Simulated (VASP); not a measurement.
Write the native input for VASP 6.6.1 that does the following.

* Task: single point
* Functional: PBE
* Potentials or basis: VASP PAW PBE potentials, release 64 (Hf_pv)
* Cutoff: 520 eV
* k mesh: 13 × 13 × 13
* Occupations: fermi-dirac, width 0.03 eV
* Spin: no spin polarisation
* Dipole correction: no
* Further INCAR settings: ALGO = Normal; EDIFF = 1e-07; NBANDS = 11

The structure of Hf lies in POSCAR:

```
Hf
1.0
    0.0000000000      2.2866000000      2.2200000000
    2.2866000000      0.0000000000      2.2200000000
    2.2866000000      2.2866000000      0.0000000000
Hf
1
Direct
    0.0000000000      0.0000000000      0.0000000000
```

This cell differs from its parent crystal: equal xx and yy strain of +3 %.

One way to write it, as run:

INCAR

```
PREC     = Accurate       # precision mode
ENCUT    = 520            # plane-wave cutoff, eV
EDIFF    = 1E-7           # SCF threshold, eV
ISMEAR   = -1             # smearing method
SIGMA    = 0.03           # smearing width, eV
LREAL    = F              # projectors in reciprocal space
LASPH    = T              # aspherical terms in the spheres
NELM     = 60             # most SCF steps
ALGO     = Normal         # electronic algorithm
ISIF     = 2              # what is computed and relaxed
LWAVE    = F              # write WAVECAR
LCHARG   = T              # write CHGCAR
GGA      = PE             # functional
LELF     = T              # ELF
LVHAR    = T            
NBANDS   = 11             # bands
```

KPOINTS

```
Automatic mesh
0
Gamma
  13 13 13
```

Potentials or basis: VASP PAW PBE potentials, release 64 (Hf_pv).

Run with:

```console
$ cat potpaw_PBE.64/Hf_pv/POTCAR > POTCAR
$ mpirun -np 1 vasp_std > vasp.out
```

Results of the run:

```json
{
 "Pressure": "-3.4 GPa",
 "Band gap on the k mesh": "zero (band 5 reaches 5.77 eV, above the bottom of band 6 at 3.89 eV)"
}
```

Caveat: the cell differs from its parent crystal (equal xx and yy strain of +3 %); spin-orbit coupling is left out, which moves the levels of the heavy elements.

Run time: 40 s on 1 thread of Intel Xeon 8259CL (shared host), peak memory 0.17 GiB.
